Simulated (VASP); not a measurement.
A run of VASP 6.6.1 is set up as follows.

Contents of INCAR:

```
PREC = Accurate
ENCUT = 520
EDIFF = 1E-6
ISMEAR = 0
SIGMA = 0.05
LREAL = F
LASPH = T
NELM = 80
ALGO = Normal
ISIF = 2
LWAVE = F
LCHARG = F
GGA = PS
NBANDS = 15
```

KPOINTS

```
Automatic mesh
0
Gamma
  8 8 8
```

The input POSCAR:

```
BaTe
1.0
    0.0433924676      3.4713974052      3.4713974052
    3.5147898728      0.0000000000      3.5147898728
    3.4713974052      3.4713974052      0.0433924676
Ba Te
1 1
Direct
    0.0000000000      0.0000000000      0.0000000000
    0.5000000000      0.5000000000      0.5000000000
```

Potentials or basis: VASP PAW PBE potentials, release 64 (Ba_sv, Te).

Launch:

```bash
$ cat potpaw_PBE.64/Ba_sv/POTCAR potpaw_PBE.64/Te/POTCAR > POTCAR
$ mpirun -np 1 vasp_std > vasp.out
```

**Question.** Predict the band gap on the k mesh.

**Answer.** 1.33 eV (least direct gap 1.71 eV).

**Question.** Predict the pressure.

**Answer.** 0.4 GPa.

Stress tensor (GPa, compression positive):
```
 0.37  0.00 -0.27
 0.00  0.36  0.00
-0.27  0.00  0.37
```

Caveat: the cell differs from its parent crystal (strain +0.0250 x Voigt [0, 0, 0, 0, 1, 0]); the PAW data sets were made with another functional, which shifts forces and pressure a little; spin-orbit coupling is left out, which moves the levels of the heavy elements. A k mesh can miss the band edges.
